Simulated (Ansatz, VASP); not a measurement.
# One calculation of CdS, two programs

POSCAR

```
CdS
1.0
    0.0000000000      2.9100000000      2.9100000000
    2.9100000000      0.0000000000      2.9100000000
    2.9100000000      2.9100000000      0.0000000000
Cd S
1 1
Direct
    0.0000000000      0.0000000000      0.0000000000
    0.7226633976      0.7500000000      0.7500000000
```

The input INCAR.step1:

```
SYSTEM = CdS
ALGO = Normal
EDIFF = 1E-4
ENCUT = 520
GGA = PE
ISMEAR = 0
LASPH = .TRUE.
LCHARG = .FALSE.
LREAL = .FALSE.
LWAVE = .TRUE.
NBANDS = 16
NELM = 80
PREC = Accurate
SIGMA = 0.05
```

File INCAR.step2:

```
SYSTEM = CdS
ALGO = Normal
EDIFF = 1E-6
ENCUT = 520
ISIF = 2
ISMEAR = 0
ISTART = 1
LASPH = .TRUE.
LCHARG = .FALSE.
LMIXTAU = .TRUE.
LREAL = .FALSE.
LWAVE = .FALSE.
METAGGA = R2SCAN
NBANDS = 16
NELM = 80
PREC = Accurate
SIGMA = 0.05
```

KPOINTS

```
k-points
0
G
  8 8 8
  0 0 0
```

Input for Ansatz:

```yaml
crystal:
  lattice:
    - [0.0, 2.91, 2.91]
    - [2.91, 0.0, 2.91]
    - [2.91, 2.91, 0.0]
  atoms:
    - { symbol: Cd, position: [0.0, 0.0, 0.0] }
    - { symbol: S, position: [0.7226633976, 0.75, 0.75] }
basis:
  ecutwfc: 500
kpoints:
  mp_grid: { grid: [8, 8, 8] }
hamiltonian:
  xc: r2scan
scf:
  occupations: { method: gaussian, width: 0.05 }
output:
  forces: true
  stress: true
  eigenvalues: true
```

Change from the starting cell: all S atoms moved +0.113 Å, as atom 2 towards its neighbour atom 2 (S) at 4.115 Å.

Alike in both runs: task single point; functional r2SCAN; k mesh 8 × 8 × 8; occupations gaussian, width 0.05 eV; no spin polarisation.

|  | VASP | Ansatz |
| --- | --- | --- |
| version | VASP 6.6.1 | Ansatz 0.2.0 |
| potentials or method | VASP PAW PBE potentials, release 64 (Cd, S), cutoff 520 eV | scalar-relativistic, plane waves, PAW |
| valence electrons in the cell | 18 | 26 |

VASP gave:

| Item | Value |
| --- | --- |
| gap on the k mesh at the Fermi level (eV) | 1.61 |
| least direct gap on the mesh (eV) | 1.61 |
| pressure (GPa) | 2.6 |
| traceless stress, the component that is largest in VASP (GPa) | -2.01 |
| rms of the force components (eV/Å) | 0.368 |

Problem. Which values does Ansatz return?

Solution. gap on the k mesh at the Fermi level (eV): 1.61; least direct gap on the mesh (eV): 1.61; pressure (GPa): 2.2; traceless stress, the component that is largest in VASP (GPa): -1.95; rms of the force components (eV/Å): 0.360.

VASP's potentials were made for PBE, not for r2SCAN. Atom by atom the forces differ by 0.008 eV/Å (rms over components). VASP's potentials hold 18 valence electrons a cell and Ansatz's 26, so a difference there can come from the potentials and not from the codes.
